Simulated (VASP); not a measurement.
NiPt5, 6 atoms in the cell. The structure is trigonal, space group P-3m1 (No. 164). Conventional cell: a = 2.774 Å, b = 2.774 Å, c = 13.589 Å, α = 90.00°, β = 90.00°, γ = 120.00°. Within 3.7 Å of Ni (site symmetry -3m) lie 6 Ni at 2.77 Å and 6 Pt at 2.77 Å. Within 3.7 Å of Pt (site symmetry 3m) lie 9 Pt at 2.77 Å and 3 Ni at 2.77 Å. Within 3.7 Å of Pt (site symmetry 3m) lie 12 Pt at 2.77 Å. Pt (site symmetry -3m) has 12 Pt at 2.77 Å within 3.7 Å. 

| Item | Value |
| --- | --- |
| Program | VASP 6.6.1 |
| Task | relaxation of cell and atoms |
| Functional | PBE |
| Potentials or basis | VASP PAW PBE potentials, release 64 (Ni, Pt) |
| Cutoff | 600 eV |
| k mesh | 6 × 6 × 2 |
| Occupations | gaussian, width 0.1 eV |
| Spin | collinear spin, ferromagnetic start |
| Starting moments | [2.0, 0.0, 0.0, 0.0, 0.0, 0.0] μB |
| Dipole correction | no |
| Further INCAR settings | ALGO = Normal; EDIFF = 1e-06; IBRION = 2; EDIFFG = -0.04; NSW = 90; ISIF = 3 |

Potentials or basis: VASP PAW PBE potentials, release 64 (Ni, Pt).

Command:

```bash
$ cat potpaw_PBE.64/Ni/POTCAR potpaw_PBE.64/Pt/POTCAR > POTCAR
$ mpirun -np 1 vasp_std > vasp.out
```

Hardware: 1 thread of AMD EPYC 9R45 96-Core Processor (Zen 5), on a shared host.

**Question.** Estimate the wall time of this run.

**Answer.** It took 16 min on 1 thread of AMD EPYC 9R45 96-Core Processor (Zen 5) (shared host), peak memory 0.31 GiB. Counts: scf iterations 155, k points 14, ion steps 11.
